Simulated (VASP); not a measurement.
# LiSi16 (a cell with a defect) in VASP: single point with PBE

Aim: the single point of LiSi16 (a cell with a defect) with PBE.

All numbers are computed with VASP 6.6.1; they aren't measurements. Logs are shortened: lines on timing, memory, paths and dates and some standing lists are left out, and cuts for length are marked.

## (1) The cell of the first run

The cell holds a defect, 17 atoms: a = 7.679 Å, b = 7.679 Å, c = 7.679 Å, α = 60.00°, β = 60.00°, γ = 60.00°.

## (2) Single point, PBE, collinear spin

File INCAR:

```
ALGO = Normal
EDIFF = 1E-6
ENCUT = 520
GGA = PE
ISIF = 2
ISMEAR = -1
ISPIN = 2
LASPH = T
LCHARG = F
LORBIT = 11
LREAL = Auto
LWAVE = F
MAGMOM = 0 0 0 0 0 0 0 0 0 0 0 0 0 0 0 0 1
NBANDS = 52
NELM = 150
PREC = Accurate
SIGMA = 0.05
```

File KPOINTS:

```
k-points
0
Gamma
  2 2 2
```

File POSCAR:

```
LiSi16
1.0
    0.0000000000      5.4300000000      5.4300000000
    5.4300000000      0.0000000000      5.4300000000
    5.4300000000      5.4300000000      0.0000000000
Si Li
16 1
Direct
    0.0052127465     -0.0002828208     -0.0100581514
    0.1390066503      0.1248201972      0.1111537347
    0.0068605698      0.0015936580      0.4897308157
    0.1274361726      0.1296352400      0.6156129243
    0.0052223469      0.5049613930     -0.0100571840
    0.1257390259      0.6255246777      0.1230637858
    0.0017979325      0.5015144203      0.4949774499
    0.1274680871      0.6270913656      0.6156099268
    0.5056591222      0.0056093493     -0.0169111993
    0.6251014010      0.1248116412      0.1110954456
    0.5019277974      0.0016064644      0.4896796829
    0.6280805993      0.1278274834      0.6160931409
    0.4999430757      0.5049693346     -0.0100582129
    0.6250753389      0.6389611083      0.1109786634
    0.5019468621      0.5066279368      0.4895784703
    0.6299182624      0.6271095960      0.6156064302
    0.7572246095      0.2571457549      0.2284307770
```

Potentials or basis: VASP PAW PBE potentials, release 64 (Si, Li_sv).

Launch:

```console
$ cat potpaw_PBE.64/Si/POTCAR potpaw_PBE.64/Li_sv/POTCAR > POTCAR
$ mpirun -np 1 vasp_std > vasp.out
```

OUTCAR:

```text
EDIFF = 1E-6
   ENCUT = 520
   GGA = PE
   ISIF = 2
   ISMEAR = -1
   ISPIN = 2
   LASPH = T
   LORBIT = 11
   LREAL = Auto
   NELM = 150
   PREC = Accurate

 ion  position               nearest neighbor table
   1  0.005  1.000  0.990-   6 2.35   4 2.35   2 2.38  10 2.38  17 2.69
   2  0.139  0.125  0.111-   9 2.30   3 2.37   1 2.38   5 2.38  17 2.39
   3  0.007  0.002  0.490-   4 2.35   8 2.35   2 2.37  12 2.37  17 2.77
   4  0.127  0.130  0.616-   7 2.33   1 2.35  11 2.35   3 2.35
   5  0.005  0.505  0.990-   6 2.35   8 2.35   2 2.38  14 2.38  17 2.69
   6  0.126  0.626  0.123-   7 2.33   1 2.35   5 2.35  13 2.35
   7  0.002  0.502  0.495-   4 2.33   8 2.33  16 2.33   6 2.33
   8  0.127  0.627  0.616-   7 2.33   5 2.35  15 2.35   3 2.35
   9  0.506  0.006  0.983-  14 2.30  10 2.30   2 2.30  12 2.30
  10  0.625  0.125  0.111-   9 2.30  11 2.37   1 2.38  13 2.38  17 2.39
  11  0.502  0.002  0.490-   4 2.35  16 2.35  10 2.37  12 2.38  17 2.77
  12  0.628  0.128  0.616-   9 2.30   3 2.37  11 2.38  15 2.38  17 2.43
  13  0.500  0.505  0.990-   6 2.35  16 2.35  10 2.38  14 2.38  17 2.69
  14  0.625  0.639  0.111-   9 2.30  15 2.37   5 2.38  13 2.38  17 2.39
  15  0.502  0.507  0.490-   8 2.35  16 2.35  14 2.37  12 2.38  17 2.77
  16  0.630  0.627  0.616-   7 2.33  13 2.35  15 2.35  11 2.35
  17  0.757  0.257  0.228-   2 2.39  10 2.39  14 2.39  12 2.43  13 2.69   5 2.69   1 2.69  15 2.77
                            11 2.77   3 2.77

  LATTYP: Found a face centered cubic cell.
 ALAT       =    10.8600000000

  Lattice vectors:

 A1 = (   0.0000000000,   5.4300000000,   5.4300000000)
 A2 = (   5.4300000000,   0.0000000000,   5.4300000000)
 A3 = (   5.4300000000,   5.4300000000,   0.0000000000)

Analysis of symmetry for initial positions (statically):
=====================================================================
 Subroutine PRICEL returns:
 Original cell was already a primitive cell.

 Routine SETGRP: Setting up the symmetry group for a
 face centered cubic supercell.

 Subroutine GETGRP returns: Found  1 space group operations
 (whereof  1 operations were pure point group operations)
 out of a pool of 48 trial point group operations.

The static configuration has the point symmetry C_1 .

Analysis of symmetry for dynamics (positions and initial velocities):
=====================================================================
 Subroutine PRICEL returns:
 Original cell was already a primitive cell.

 Routine SETGRP: Setting up the symmetry group for a
 face centered cubic supercell.

 Subroutine GETGRP returns: Found  1 space group operations
 (whereof  1 operations were pure point group operations)
 out of a pool of 48 trial point group operations.

The dynamic configuration has the point symmetry C_1 .

Analysis of structural, dynamic, and magnetic symmetry:
=====================================================================
 Subroutine PRICEL returns:
 Original cell was already a primitive cell.

 Routine SETGRP: Setting up the symmetry group for a
 face centered cubic supercell.

 Subroutine GETGRP returns: Found  1 space group operations
 (whereof  1 operations were pure point group operations)
 out of a pool of 48 trial point group operations.

The overall configuration has the point symmetry C_1 .

 Subroutine INISYM returns: Found  1 space group operations
 (whereof  1 operations are pure point group operations),
 and found     1 'primitive' translations

----------------------------------------------------------------------------------------

                                     Primitive cell

  volume of cell :     320.2060

  direct lattice vectors                    reciprocal lattice vectors
     0.000000000  5.430000000  5.430000000    -0.092081031  0.092081031  0.092081031
     5.430000000  0.000000000  5.430000000     0.092081031 -0.092081031  0.092081031
     5.430000000  5.430000000  0.000000000     0.092081031  0.092081031 -0.092081031

  length of vectors
     7.679179644  7.679179644  7.679179644     0.159489025  0.159489025  0.159489025
[... 77 lines left out ...]
   number of dos      NEDOS =    301   number of ions     NIONS =     17
   total plane-waves  NPLWV = 216000
   dimension x,y,z NGX =    60 NGY =   60 NGZ =   60
   dimension x,y,z NGXF=   120 NGYF=  120 NGZF=  120
   ions per type =              16   1
   NGX,Y,Z   is equivalent  to a cutoff of  12.99, 12.99, 12.99 a.u.
   NGXF,Y,Z  is equivalent  to a cutoff of  25.98, 25.98, 25.98 a.u.
 SYSTEM =  unknown system
   PREC   = accura    normal or accurate (medium, high low for compatibility)
   ISTART =      0    job   : 0-new  1-cont  2-samecut
   ICHARG =      2    charge: 1-file 2-atom 10-const
   ISPIN  =      2    spin polarized calculation?
   LNONCOLLINEAR =      F non collinear calculations
   LSORBIT =      F    spin-orbit coupling
   LASPH  =      T    aspherical Exc in radial PAW
   ENCUT  =  520.0 eV  38.22 Ry    6.18 a.u.  14.28 14.28 14.28*2*pi/ulx,y,z
   NELM   =    150;   NELMIN=  2; NELMDL= -5     # of ELM steps
   EDIFF  = 0.1E-05   stopping-criterion for ELM
   LREAL  =      T    real-space projection
   EDIFFG = 0.1E-04   stopping-criterion for IOM
   NSW    =      0    number of steps for IOM
   IBRION =     -1    ionic relax: 0-MD 1-quasi-New 2-CG
   NFREE  =      0    steps in history (QN), initial steepest desc. (CG)
   ISIF   =      2    stress and relaxation
   ISYM   =      2    0-nonsym 1-usesym 2-fastsym
   POTIM  = 0.5000    time-step for ionic-motion
   TEBEG  =    0.0;   TEEND  =   0.0 temperature during run
   PSTRESS=    0.0 pullay stress
   NELECT =      67.0000    total number of electrons
   NUPDOWN=      -1.0000    fix difference up-down
   EMIN   =  10.00;   EMAX   =-10.00  energy-range for DOS
   EFERMI =   0.00;   METHOD = LEGACY
   ISMEAR =    -1;   SIGMA  =   0.05  broadening in eV -4-tet -1-fermi 0-gaus
   EFERMI_NEDOS =   21; number of points for ismear=-14 and -15
   IALGO  =     38    algorithm
   IMIX   =      4    mixing-type and parameters
     AMIX     =   0.40;   BMIX     =  1.00
     AMIX_MAG =   1.60;   BMIX_MAG =  1.00
  volume/ion in A,a.u.               =      18.84       127.11
  Fermi-wavevector in a.u.,A,eV,Ry     =   0.971904  1.836632 12.852022  0.944597
  Thomas-Fermi vector in A             =   2.102159
   LORBIT       =     11    0 simple, 1 ext, 2 COOP (PROOUT), +10 PAW based schemes
   GGA     = PE    functional components
   LHFCALC =     F    Hartree Fock is set to
   AEXX    =    0.0000 exact exchange contribution
   IVDW    =     0    specifies the selected vdW correction
   LEPSILON=     F    determine dielectric tensor
   LRPA    =     F    only Hartree local field effects (RPA)
 spin polarized calculation
  energy-cutoff  :      520.00
  volume of cell :      320.21
 maximum number of plane-waves:      8646
 NGX is ok and might be reduce to    60
   NGX = 29   NGY = 29   NGZ = 29

 number of electron      67.0000000 magnetization      -0.0001913

 number of electron      67.0000000 magnetization       0.0000216

 Free energy of the ion-electron system (eV)
  ---------------------------------------------------
  ext. energy  EPLUGINS =         0.00000000
  ---------------------------------------------------
  free energy    TOTEN  =       -86.87743121 eV

  energy without entropy =      -86.84432638  energy(sigma->0) =      -86.86087880

 E-fermi :   6.6900     XC(G=0):  -9.5303

 val. band max:        6.6589648082   @ k =   0.0000   0.0000   0.0000
 cond. band min:       6.8314360151   @ k =   0.0000   0.0000   0.0000
 fundamental gap:      0.1724712069
 Fermi energy:         6.6900427064

 spin component 1

 k-point     1 :       0.0000    0.0000    0.0000
  band No.  band energies     occupation
      1     -40.4627      1.00000
      2      -5.9814      1.00000
      3      -3.7444      1.00000
      4      -3.6558      1.00000
      5      -3.6557      1.00000
      6      -3.6527      1.00000
[... 373 lines left out ...]
     44      10.2464      0.00000
     45      10.3223      0.00000
 Fermi energy:         6.6900427064

 spin component 2

 k-point     1 :       0.0000    0.0000    0.0000
  band No.  band energies     occupation
      1     -40.4626      1.00000
      2      -5.9814      1.00000
      3      -3.7444      1.00000
      4      -3.6558      1.00000
      5      -3.6557      1.00000
      6      -3.6527      1.00000
[... 373 lines left out ...]
     44      10.2464      0.00000
     45      10.3223      0.00000
 [bands above 45 left out]

------------------------ aborting loop because EDIFF is reached ----------------------------------------

  FORCE on cell =-STRESS in cart. coord.  units (eV):
  Direction    XX          YY          ZZ          XY          YZ          ZX
  --------------------------------------------------------------------------------------
  -------------------------------------------------------------------------------------
  Total        7.0762632      7.0761822      7.0771254      0.0160933     -0.0122591     -0.0179849
  in kB       35.4066695     35.4062643     35.4109837      0.0805244     -0.0613396     -0.0899890
  external PRESSURE =      35.4079725 kB  Pullay stress =       0.0000000 kB

 VOLUME and BASIS-vectors are now :
 -----------------------------------------------------------------------------
  energy-cutoff  :      520.00
  volume of cell :      320.21
      direct lattice vectors                 reciprocal lattice vectors
     0.000000000  5.430000000  5.430000000    -0.092081031  0.092081031  0.092081031
     5.430000000  0.000000000  5.430000000     0.092081031 -0.092081031  0.092081031
     5.430000000  5.430000000  0.000000000     0.092081031  0.092081031 -0.092081031

 POSITION                                       TOTAL-FORCE (eV/Angst)
 -----------------------------------------------------------------------------------
     10.80385      5.40369      5.45677         0.001050     -0.011866      0.011122
      1.28134      1.35837      1.43258        -0.002119     -0.024589      0.003484
      2.66789      2.69649      0.04591         0.001328      0.005197     -0.000893
      4.04670      4.03476      1.39590        -0.001088     -0.012160      0.012078
      8.11733      5.40375      2.77030        -0.010996     -0.012716     -0.002082
      4.06484      1.35100      4.07936        -0.014071     -0.012140      0.012705
[... 9 lines left out ...]
      6.74795      6.76320      6.82566        -0.011377     -0.000837      0.012672
      2.63668      5.35211      5.50803         0.059700      0.059136     -0.059419
 -----------------------------------------------------------------------------------
    total drift:                               -0.002000     -0.004096      0.003253

  FREE ENERGIE OF THE ION-ELECTRON SYSTEM (eV)
  ---------------------------------------------------
  free  energy   TOTEN  =       -86.8774312084 eV

  energy  without entropy=      -86.8443263844  energy(sigma->0) =      -86.86087880

 total charge

# of ion       s       p       d       tot
------------------------------------------
    1        0.739   0.948   0.000   1.686
    2        0.744   0.964   0.000   1.708
    3        0.738   0.948   0.000   1.686
    4        0.742   0.955   0.000   1.696
    5        0.739   0.947   0.000   1.686
    6        0.742   0.954   0.000   1.696
[... 9 lines left out ...]
   16        0.742   0.955   0.000   1.696
   17        2.028   0.088   0.000   2.116
--------------------------------------------------
tot         13.870  15.397   0.000  29.266

 magnetization (x)

# of ion       s       p       d       tot
------------------------------------------
    1       -0.000  -0.000   0.000  -0.000
    2       -0.000  -0.000   0.000  -0.000
    3       -0.000  -0.000   0.000  -0.000
    4        0.000   0.000   0.000   0.000
    5       -0.000  -0.000   0.000  -0.000
    6        0.000   0.000   0.000   0.000
[... 9 lines left out ...]
   16        0.000   0.000   0.000   0.000
   17       -0.000  -0.000   0.000  -0.000
--------------------------------------------------
tot         -0.000  -0.000   0.000  -0.000
```

Run time: 18 min. Hardware: 1 thread of Intel Xeon 8259CL, shared host; peak memory 0.71 GiB.

What came out:

```
Free energy                                           : -86.8774 eV
Largest force                                         : 0.103 eV/Å
Net moment                                            : 0.00 μB per cell
Valence electrons inside the program's atomic spheres : Si 1.69, 1.71, 1.70 (each value once); Li 2.12
```

Forces in eV/Å, atoms in the order of the input:
```
Si   0.001 -0.012  0.011
Si  -0.002 -0.025  0.003
Si   0.001  0.005 -0.001
Si  -0.001 -0.012  0.012
Si  -0.011 -0.013 -0.002
Si  -0.014 -0.012  0.013
Si  -0.014 -0.015  0.015
Si  -0.011 -0.013  0.001
Si   0.014  0.015 -0.014
Si  -0.001 -0.003  0.026
Si   0.001  0.000 -0.005
Si   0.023  0.022 -0.022
Si  -0.012  0.003  0.013
Si  -0.027  0.000 -0.001
Si   0.005  0.001 -0.001
Si  -0.011 -0.001  0.013
Li   0.060  0.059 -0.059
```

Levels at points of the mesh, in eV from the Fermi level:
Spin up:
```csv
k point,band 29,band 30,band 31,band 32,band 33,band 34,band 35,band 36,band 37,band 38
"(0.00, 0.00, 0.00)",-1.82,-1.81,-0.71,-0.69,-0.69,-0.11,-0.10,-0.10,-0.03,-0.03
"(0.50, 0.00, 0.00)",-2.81,-1.52,-1.51,-1.43,-1.43,0.47,0.67,0.68,0.84,0.85
"(0.00, 0.50, 0.00)",-2.81,-1.52,-1.51,-1.43,-1.43,0.47,0.67,0.68,0.84,0.85
"(0.00, 0.00, 0.50)",-2.78,-1.50,-1.50,-1.43,-1.43,0.51,0.64,0.64,0.87,0.88
"(0.50, 0.50, 0.50)",-2.81,-1.52,-1.51,-1.43,-1.43,0.47,0.67,0.68,0.84,0.85
"(0.50, 0.50, 0.00)",-2.61,-2.08,-2.07,-1.99,-1.97,0.35,0.40,1.46,1.59,1.60
"(0.00, 0.50, 0.50)",-2.61,-2.08,-2.07,-1.99,-1.97,0.35,0.40,1.46,1.59,1.60
"(0.50, 0.00, 0.50)",-2.61,-2.08,-2.07,-1.99,-1.97,0.35,0.40,1.46,1.59,1.60
```
Spin down:
```csv
k point,band 31,band 32,band 33,band 34,band 35,band 36
"(0.00, 0.00, 0.00)",-0.71,-0.69,-0.69,-0.11,-0.10,-0.10
"(0.50, 0.00, 0.00)",-1.51,-1.43,-1.43,0.47,0.67,0.68
"(0.00, 0.50, 0.00)",-1.51,-1.43,-1.43,0.47,0.67,0.68
"(0.00, 0.00, 0.50)",-1.50,-1.43,-1.43,0.51,0.64,0.64
"(0.50, 0.50, 0.50)",-1.51,-1.43,-1.43,0.47,0.67,0.68
"(0.50, 0.50, 0.00)",-2.07,-1.99,-1.97,0.35,0.40,1.46
"(0.00, 0.50, 0.50)",-2.07,-1.99,-1.97,0.35,0.40,1.46
"(0.50, 0.00, 0.50)",-2.07,-1.99,-1.97,0.35,0.40,1.46
```

Caveat: the k points lie up to 0.50 Å⁻¹ apart; the cutoff is under 1.25 times the usual one of these potentials, so pressure, stress and relaxed cells hold a basis-set (Pulay) error.
